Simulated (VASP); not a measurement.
A run of VASP 6.6.1:

The input POSCAR:

```
CO
1.0
    7.7417530000      0.0000000000      0.0000000000
    0.0000000000      7.7417530000      0.0000000000
    0.0000000000      0.0000000000      7.7417530000
O C
8 8
Direct
    0.8781098665      0.3130435475      0.6184564417
    0.4757677877      0.1868541846      0.1598948712
    0.6913476963      0.7832440583      0.7338835779
    0.1558364191      0.7960211879      1.0279719309
    0.4564377558      0.4402690945      0.6062583925
    0.3610313810     -0.0060232642      0.5669775914
    0.9056054023      0.3047236026      0.0501174519
    0.8063620882      0.8671513219      0.3127027082
    0.8893983340      0.3932167483      0.4975382009
    0.4189706625      0.1940413885      0.0260969757
    0.6709397475      0.8693669417      0.8495640043
    0.1025195843      0.8811649796      0.9225575250
    0.3476091215      0.5203242505      0.6602212650
    0.2504468619      0.0600336823      0.4992949238
    0.8385957930      0.4309047035      0.0228070505
    0.6798007982      0.7962717726      0.3009275892
```

The input INCAR.step1:

```
SYSTEM = CO
PREC = Accurate ; ENCUT = 1100
ISMEAR = -1 ; SIGMA = 0.05
LREAL = Auto ; LASPH = .TRUE.
NELM = 120 ; NBANDS = 54
GGA = PE ; ALGO = Normal
EDIFF = 1E-5 ; LWAVE = .TRUE.
LCHARG = .FALSE. ; GGA_COMPAT = .FALSE.
```

File INCAR.step2:

```
SYSTEM = CO
PREC = Accurate ; ENCUT = 1100
EDIFF = 1E-6 ; ISMEAR = -1
SIGMA = 0.05 ; LREAL = Auto
LASPH = .TRUE. ; NELM = 120
ALGO = Normal ; ISIF = 2
LWAVE = .FALSE. ; LCHARG = .FALSE.
METAGGA = R2SCAN ; LMIXTAU = .TRUE.
IVDW = 12 ; VDW_S6 = 1.0
VDW_S8 = 0.78981345 ; VDW_A1 = 0.49484001
VDW_A2 = 5.73083694 ; NBANDS = 54
ISTART = 1 ; GGA_COMPAT = .FALSE.
```

KPOINTS

```
Automatic mesh
0
G
  1 1 1
  0 0 0
```

Potentials or basis: VASP PAW PBE potentials, release 64 (O_h, C_h).

Launch:

```console
$ cat potpaw_PBE.64/O_h/POTCAR potpaw_PBE.64/C_h/POTCAR > POTCAR
$ cp INCAR.step1 INCAR
$ mpirun -np 1 vasp_gam > vasp.out
$ cp INCAR.step2 INCAR
$ mpirun -np 1 vasp_gam > vasp.out
```

Hardware: 1 thread of AMD EPYC 9R45 96-Core Processor (Zen 5) (shared host).

Task: How long does it take, and how much memory?

Result: Run time: 5.4 min on 1 thread of AMD EPYC 9R45 96-Core Processor (Zen 5), on a shared host, peak memory 1.1 GiB. Counts: k points 1.
